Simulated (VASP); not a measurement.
Set up this calculation in VASP 6.6.1, as the native input.

```
Task                   : relaxation of cell and atoms
Functional             : LDA
Potentials or basis    : VASP PAW LDA potentials, release 64 (Hf_pv)
Cutoff                 : 600 eV
k mesh                 : 16 × 16 × 10
Occupations            : gaussian, width 0.1 eV
Spin                   : no spin polarisation
Target pressure        : 50 GPa
Dipole correction      : no
Further INCAR settings : ALGO = Fast; EDIFF = 1e-06; IBRION = 2; EDIFFG = -0.002; NSW = 80; ISIF = 3
```

The structure of Hf lies in POSCAR:

```
Hf
1.0
    2.8892580020      0.0000000000      0.0000000000
   -1.4446290010      2.5021708278      0.0000000000
    0.0000000000      0.0000000000      4.6858685763
Hf
2
Direct
    0.3333333333      0.6666666667      0.2500000000
    0.6666666667      0.3333333333      0.7500000000
```

The input as run:

INCAR

```
  PREC = Accurate
  ENCUT = 600
  EDIFF = 1E-6
  ISMEAR = 0
  SIGMA = 0.1
  LREAL = F
  LASPH = T
  NELM = 100
  ALGO = Fast
  ISIF = 3
  LWAVE = F
  LCHARG = F
  GGA = CA
  IBRION = 2
  NSW = 80
  EDIFFG = -0.002
  PSTRESS = 500.0
```

KPOINTS

```
Automatic mesh
0
Gamma
  16 16 10
```

Potentials or basis: VASP PAW LDA potentials, release 64 (Hf_pv).

Command:

```bash
$ cat potpaw_LDA.64/Hf_pv/POTCAR > POTCAR
$ mpirun -np 1 vasp_std > vasp.out
```

Results of the run:

The relaxed volume is 15.94 Å³/atom, the relaxed cell is a = 2.819 Å, b = 2.819 Å, c = 4.632 Å, α = 90.00°, β = 90.00°, γ = 120.00° and the space group after relaxing (to 0.1 Å) is P6_3/mmc (No. 194). The energy change on relaxing (the run minimises the enthalpy) is +263.3 meV/atom. The ionic steps are 10. The pressure after relaxing is 50.0 GPa and the band gap on the k mesh is zero (bands 10 and 11 overlap by 1.70 eV).

Caveat: the cell is relaxed towards a set pressure, so the run minimises the enthalpy, not the energy; spin-orbit coupling is left out, which moves the levels of the heavy elements.

Run time: 4.6 min on 1 thread of AMD EPYC 9R45 (Zen 5), on a shared host, peak memory 0.19 GiB.
